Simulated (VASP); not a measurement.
# BePt (Fm-3m) in VASP: vibrations by perturbation theory with PBE

Aim: the vibrations by perturbation theory of BePt with PBE.

Program: VASP 6.6.1. These are calculated values, not measurements. Logs are shortened: lines on timing, memory, paths and dates and some standing lists are left out, and cuts for length are marked.

## (1) The cell of the first run

The structure is cubic, space group Fm-3m (No. 225). The conventional cell has a = 4.666 Å, b = 4.666 Å, c = 4.666 Å, α = 90.00°, β = 90.00°, γ = 90.00°. Be (site symmetry m-3m) has 6 Pt at 2.33 Å within 3.1 Å. Within 3.1 Å of Pt (site symmetry m-3m) lie 6 Be at 2.33 Å.

## (2) Vibrations by perturbation theory, PBE

File INCAR:

```
ALGO = Normal ; EDIFF = 1E-8
ENCUT = 520 ; GGA = PE
IBRION = 8 ; ISIF = 2
ISMEAR = -1 ; LASPH = T
LCHARG = F ; LREAL = F
LWAVE = F ; NBANDS = 13
NELM = 100 ; NSW = 1
PREC = Accurate ; SIGMA = 0.15
```

File KPOINTS:

```
k-points
0
Gamma
  20 20 20
```

File POSCAR:

```
BePt
1.0
    0.0000000000      2.3328724843      2.3328724843
    2.3328724843      0.0000000000      2.3328724843
    2.3328724843      2.3328724843      0.0000000000
Be Pt
1 1
Direct
    0.0000000000      0.0000000000      0.0000000000
    0.5000000000      0.5000000000      0.5000000000
```

Potentials or basis: VASP PAW PBE potentials, release 64 (Be, Pt).

The run is started by

```sh
> cat potpaw_PBE.64/Be/POTCAR potpaw_PBE.64/Pt/POTCAR > POTCAR
> mpirun -np 1 vasp_std > vasp.out
```

OUTCAR:

```text
EDIFF = 1E-8
   ENCUT = 520
   GGA = PE
   IBRION = 8
   ISIF = 2
   ISMEAR = -1
   LASPH = T
   LREAL = F
   NELM = 100
   NSW = 1
   PREC = Accurate

 ion  position               nearest neighbor table
   1  0.000  0.000  0.000-   2 2.33   2 2.33   2 2.33   2 2.33   2 2.33   2 2.33
   2  0.500  0.500  0.500-   1 2.33   1 2.33   1 2.33   1 2.33   1 2.33   1 2.33

  LATTYP: Found a face centered cubic cell.
 ALAT       =     4.6657449686

  Lattice vectors:

 A1 = (   0.0000000000,   2.3328724843,   2.3328724843)
 A2 = (   2.3328724843,   0.0000000000,   2.3328724843)
 A3 = (   2.3328724843,   2.3328724843,   0.0000000000)

Analysis of symmetry for initial positions (statically):
=====================================================================
 Subroutine PRICEL returns:
 Original cell was already a primitive cell.

 Routine SETGRP: Setting up the symmetry group for a
 face centered cubic supercell.

 Subroutine GETGRP returns: Found 48 space group operations
 (whereof 48 operations were pure point group operations)
 out of a pool of 48 trial point group operations.

The static configuration has the point symmetry O_h .

Analysis of symmetry for dynamics (positions and initial velocities):
=====================================================================
 Subroutine PRICEL returns:
 Original cell was already a primitive cell.

 Routine SETGRP: Setting up the symmetry group for a
 face centered cubic supercell.

 Subroutine GETGRP returns: Found 48 space group operations
 (whereof 48 operations were pure point group operations)
 out of a pool of 48 trial point group operations.

The dynamic configuration has the point symmetry O_h .

 Subroutine INISYM returns: Found 48 space group operations
 (whereof 48 operations are pure point group operations),
 and found     1 'primitive' translations

----------------------------------------------------------------------------------------

                                     Primitive cell

  volume of cell :      25.3924

  direct lattice vectors                    reciprocal lattice vectors
     0.000000000  2.332872484  2.332872484    -0.214328046  0.214328046  0.214328046
     2.332872484  0.000000000  2.332872484     0.214328046 -0.214328046  0.214328046
     2.332872484  2.332872484  0.000000000     0.214328046  0.214328046 -0.214328046

  length of vectors
     3.299179907  3.299179907  3.299179907     0.371227064  0.371227064  0.371227064

  position of ions in fractional coordinates (direct lattice)
     0.000000000  0.000000000  0.000000000
     0.500000000  0.500000000  0.500000000

  ion indices of the primitive-cell ions
   primitive index   ion index
                 1           1
                 2           2

----------------------------------------------------------------------------------------

 KPOINTS: k-points

Automatic generation of k-mesh.
 Grid dimensions read from file:
 generate k-points for:   20   20   20

 Generating k-lattice:

  Cartesian coordinates                     Fractional coordinates (reciprocal lattice)
    -0.010716402  0.010716402  0.010716402     0.050000000  0.000000000  0.000000000
     0.010716402 -0.010716402  0.010716402     0.000000000  0.050000000  0.000000000
     0.010716402  0.010716402 -0.010716402     0.000000000  0.000000000  0.050000000

  Length of vectors
     0.018561353  0.018561353  0.018561353

  Shift w.r.t. Gamma in fractional coordinates (k-lattice)
     0.000000000  0.000000000  0.000000000

 Subroutine IBZKPT returns following result:
 ===========================================

 Found    256 irreducible k-points:

 Following reciprocal coordinates:
            Coordinates               Weight
  0.000000  0.000000  0.000000      1.000000
  0.050000  0.000000  0.000000      8.000000
  0.100000  0.000000  0.000000      8.000000
  0.150000  0.000000  0.000000      8.000000
  0.200000  0.000000  0.000000      8.000000
  0.250000  0.000000  0.000000      8.000000
[... 16 lines left out ...]
 -0.400000  0.050000  0.000000     24.000000
 -0.350000  0.050000  0.000000     24.000000
 [... further k-points ...]
   k-points           NKPTS =    256   k-points in BZ     NKDIM =    256   number of bands    NBANDS=     13
   number of dos      NEDOS =    301   number of ions     NIONS =      2
   total plane-waves  NPLWV =  21952
   dimension x,y,z NGX =    28 NGY =   28 NGZ =   28
   dimension x,y,z NGXF=    56 NGYF=   56 NGZF=   56
   ions per type =               1   1
   NGX,Y,Z   is equivalent  to a cutoff of  14.11, 14.11, 14.11 a.u.
   NGXF,Y,Z  is equivalent  to a cutoff of  28.22, 28.22, 28.22 a.u.
 SYSTEM =  unknown system
   PREC   = accura    normal or accurate (medium, high low for compatibility)
   ISTART =      0    job   : 0-new  1-cont  2-samecut
   ICHARG =      2    charge: 1-file 2-atom 10-const
   ISPIN  =      1    spin polarized calculation?
   LNONCOLLINEAR =      F non collinear calculations
   LSORBIT =      F    spin-orbit coupling
   LASPH  =      T    aspherical Exc in radial PAW
   ENCUT  =  520.0 eV  38.22 Ry    6.18 a.u.   6.13  6.13  6.13*2*pi/ulx,y,z
   NELM   =    100;   NELMIN=  2; NELMDL= -5     # of ELM steps
   EDIFF  = 0.1E-07   stopping-criterion for ELM
   LREAL  =      F    real-space projection
   EDIFFG = 0.1E-06   stopping-criterion for IOM
   NSW    =      1    number of steps for IOM
   IBRION =      8    ionic relax: 0-MD 1-quasi-New 2-CG
   NFREE  =      0    steps in history (QN), initial steepest desc. (CG)
   ISIF   =      2    stress and relaxation
   ISYM   =      2    0-nonsym 1-usesym 2-fastsym
   POTIM  = 0.5000    time-step for ionic-motion
   TEBEG  =    0.0;   TEEND  =   0.0 temperature during run
   PSTRESS=    0.0 pullay stress
   NELECT =      12.0000    total number of electrons
   NUPDOWN=      -1.0000    fix difference up-down
   EMIN   =  10.00;   EMAX   =-10.00  energy-range for DOS
   EFERMI =   0.00;   METHOD = LEGACY
   ISMEAR =    -1;   SIGMA  =   0.15  broadening in eV -4-tet -1-fermi 0-gaus
   EFERMI_NEDOS =   21; number of points for ismear=-14 and -15
   IALGO  =     38    algorithm
   IMIX   =      4    mixing-type and parameters
     AMIX     =   0.40;   BMIX     =  1.00
     AMIX_MAG =   1.60;   BMIX_MAG =  1.00
  volume/ion in A,a.u.               =      12.70        85.68
  Fermi-wavevector in a.u.,A,eV,Ry     =   1.275169  2.409719 22.123818  1.626055
  Thomas-Fermi vector in A             =   2.407896
   LORBIT       =      0    0 simple, 1 ext, 2 COOP (PROOUT), +10 PAW based schemes
   GGA     = PE    functional components
   LHFCALC =     F    Hartree Fock is set to
   AEXX    =    0.0000 exact exchange contribution
   IVDW    =     0    specifies the selected vdW correction
   LEPSILON=     F    determine dielectric tensor
   LRPA    =     F    only Hartree local field effects (RPA)
 non-spin polarized calculation
  energy-cutoff  :      520.00
  volume of cell :       25.39
 maximum number of plane-waves:       701
 NGX is ok and might be reduce to    28
   NGX = 13   NGY = 13   NGZ = 13

--------------------------------------- Ionic step        1  -------------------------------------------

 number of electron      12.0000001 magnetization

 Free energy of the ion-electron system (eV)
  ---------------------------------------------------
  ext. energy  EPLUGINS =         0.00000000
  ---------------------------------------------------
  free energy    TOTEN  =       -10.38404843 eV

  energy without entropy =      -10.33446596  energy(sigma->0) =      -10.35925719

 E-fermi :   8.3680     XC(G=0): -11.9099

 val. band max:        8.3599611990   @ k =  -0.3000   0.4000   0.2000
 cond. band min:       8.3829789097   @ k =  -0.4500   0.2000   0.0500
 fundamental gap:      0.0230177107
 Fermi energy:         8.3679578061

 k-point     1 :       0.0000    0.0000    0.0000
  band No.  band energies     occupation
      1      -1.3400      2.00000
      2       4.9406      2.00000
      3       4.9406      2.00000
      4       4.9406      2.00000
      5       5.5124      2.00000
      6       5.5124      2.00000
      7      14.1712      0.00000
      8      14.1712      0.00000
      9      14.1712      0.00000
     10      20.2737      0.00000
     11      26.3187      0.00000
     12      26.9947      0.00000
     13      26.9947      0.00000
[... 354 lines left out ...]
  band No.  band energies     occupation
      1       1.0813      2.00000
      2       4.0905      2.00000
      3       4.0914      2.00000
      4       4.4398      2.00000
      5       6.2291      2.00000
      6       6.4739      1.99999
      7      10.0352      0.00003
      8      16.6929      0.00000
      9      18.2992      0.00000
     10      18.7901      0.00000
     11      20.4679      0.00000
     12      21.0857      0.00000
     13      26.0311      0.00000

 [... further k-points ...]
[... 5 lines left out ...]
  --------------------------------------------------------------------------------------
  -------------------------------------------------------------------------------------
  Total       -0.0010050     -0.0010050     -0.0010050      0.0000000     -0.0000000      0.0000000
  in kB       -0.0634104     -0.0634104     -0.0634104      0.0000000     -0.0000000      0.0000000
  external PRESSURE =      -0.0634104 kB  Pullay stress =       0.0000000 kB

 VOLUME and BASIS-vectors are now :
 -----------------------------------------------------------------------------
  energy-cutoff  :      520.00
  volume of cell :       25.39
      direct lattice vectors                 reciprocal lattice vectors
     0.000000000  2.332872484  2.332872484    -0.214328046  0.214328046  0.214328046
     2.332872484  0.000000000  2.332872484     0.214328046 -0.214328046  0.214328046
     2.332872484  2.332872484  0.000000000     0.214328046  0.214328046 -0.214328046

 POSITION                                       TOTAL-FORCE (eV/Angst)
 -----------------------------------------------------------------------------------
      0.00000      0.00000      0.00000        -0.000000     -0.000000     -0.000000
      2.33287      2.33287      2.33287         0.000000      0.000000      0.000000
 -----------------------------------------------------------------------------------
    total drift:                                0.000000      0.000000      0.000000

  FREE ENERGIE OF THE ION-ELECTRON SYSTEM (eV)
  ---------------------------------------------------
  free  energy   TOTEN  =       -10.3840484274 eV

  energy  without entropy=      -10.3344659552  energy(sigma->0) =      -10.35925719

[... ionic steps 2 to 3 ...]

--------------------------------------- Ionic step        4  -------------------------------------------

------------------------ aborting loop because EDIFF is reached ----------------------------------------

[... ionic steps 5 to 6 ...]

--------------------------------------- Ionic step        7  -------------------------------------------

 Free energy of the ion-electron system (eV)
  ---------------------------------------------------
  ---------------------------------------------------
  free energy    TOTEN  =        -0.24753883 eV

  energy without entropy =       -0.24753882

------------------------ aborting loop because EDIFF is reached ----------------------------------------

 INTERNAL STRAIN TENSOR  FOR ION    2  DIRECTION 1   (eV/Angst):
 -----------------------------------------------------------------------------
     0.00828  0.00000  0.00000
     0.00000 -0.00256  0.00000
     0.00000  0.00000 -0.00256

 INTERNAL STRAIN TENSOR FOR ION    2 for displacements in x,y,z  (eV/Angst):
          X           Y           Z          XY          YZ          ZX
  --------------------------------------------------------------------------------
  x     0.00000     0.00000     0.00000     0.00000     0.00000     0.00000
  y     0.00000     0.00000     0.00000     0.00000     0.00000     0.00000
  z     0.00000     0.00000     0.00000     0.00000     0.00000     0.00000

 SECOND DERIVATIVES (NOT SYMMETRIZED)
 ------------------------------------
               1X          1Y          1Z          2X          2Y          2Z
  1X    -4.388270    0.000000    0.000000    4.388270    0.000000    0.000000
  1Y     0.000000   -4.388270    0.000000    0.000000    4.388270    0.000000
  1Z     0.000000    0.000000   -4.388270    0.000000    0.000000    4.388270
  2X     4.388814    0.000000    0.000000   -4.388814    0.000000    0.000000
  2Y     0.000000    4.388814    0.000000    0.000000   -4.388814    0.000000
  2Z     0.000000    0.000000    4.388814    0.000000    0.000000   -4.388814

 Eigenvectors and eigenvalues of the dynamical matrix
 ----------------------------------------------------

   1 f  =   11.157621 THz    70.105399 2PiTHz  372.178169 cm-1    46.144191 meV
             X         Y         Z           dx          dy          dz
      0.000000  0.000000  0.000000    -0.977667    0.000000    0.000000
      2.332872  2.332872  2.332872     0.210158    0.000000    0.000000
[... 21 lines left out ...]
   6 f/i=    0.000142 THz     0.000892 2PiTHz    0.004737 cm-1     0.000587 meV
             X         Y         Z           dx          dy          dz
      0.000000  0.000000  0.000000     0.000000    0.158807    0.137647
      2.332872  2.332872  2.332872     0.000000    0.738779    0.640343

--------------------------------------------------------------------------------------------------------

 ELASTIC MODULI CONTR FROM IONIC RELAXATION (kBar)
 Direction    XX          YY          ZZ          XY          YZ          ZX
 --------------------------------------------------------------------------------
 XX           0.0000      0.0000      0.0000      0.0000      0.0000      0.0000
 YY           0.0000      0.0000      0.0000      0.0000      0.0000      0.0000
 ZZ           0.0000      0.0000      0.0000      0.0000      0.0000      0.0000
 XY           0.0000      0.0000      0.0000      0.0000      0.0000      0.0000
 YZ           0.0000      0.0000      0.0000      0.0000      0.0000      0.0000
 ZX           0.0000      0.0000      0.0000      0.0000      0.0000      0.0000
 --------------------------------------------------------------------------------
```

It took 13 min on 1 thread of Intel Xeon 8259CL, shared host; peak memory 0.57 GiB.

What came out:

| Quantity | Value |
| --- | --- |
| Highest phonon frequency at Γ | 372 cm⁻¹ |

Phonon frequencies in cm⁻¹ (negative: imaginary):
```tsv
q point	frequencies
(0.000, 0.000, 0.000)	0 0 0 372 372 372
```

Caveat: spin-orbit coupling is left out, which moves the levels of the heavy elements.
